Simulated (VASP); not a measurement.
Input of a VASP 6.6.1 run:

INCAR

```
  PREC = Accurate
  ENCUT = 600
  EDIFF = 1E-6
  ISMEAR = -1
  SIGMA = 0.1
  LREAL = False
  LASPH = True
  NELM = 60
  ALGO = Normal
  ISIF = 3
  LWAVE = False
  LCHARG = False
  GGA = PE
  IBRION = 2
  NSW = 60
  EDIFFG = -0.005
  PSTRESS = 480.0
```

KPOINTS

```
Automatic mesh
0
Gamma
  16 16 15
```

File POSCAR:

```
Cd
1.0
    2.6936727777      0.0000000000      0.0000000000
   -1.3468363889      2.3327890550      0.0000000000
    0.0000000000      0.0000000000      2.5320524111
Cd
1
Direct
    0.0000000000      0.0000000000      0.0000000000
```

Potentials or basis: VASP PAW PBE potentials, release 64 (Cd).

Launch:

```console
$ cat potpaw_PBE.64/Cd/POTCAR > POTCAR
$ mpirun -np 1 vasp_std > vasp.out
```

(1) Estimate the band gap on the k mesh.

(2) What does it give for the space group after relaxing (to 0.05 Å)?

## Answers

(1) zero (band 6 reaches 8.81 eV, above the bottom of band 7 at 2.47 eV).

(2) P6/mmm (No. 191).

Caveat: the cell is relaxed towards a set pressure, so the enthalpy falls and the energy may rise.
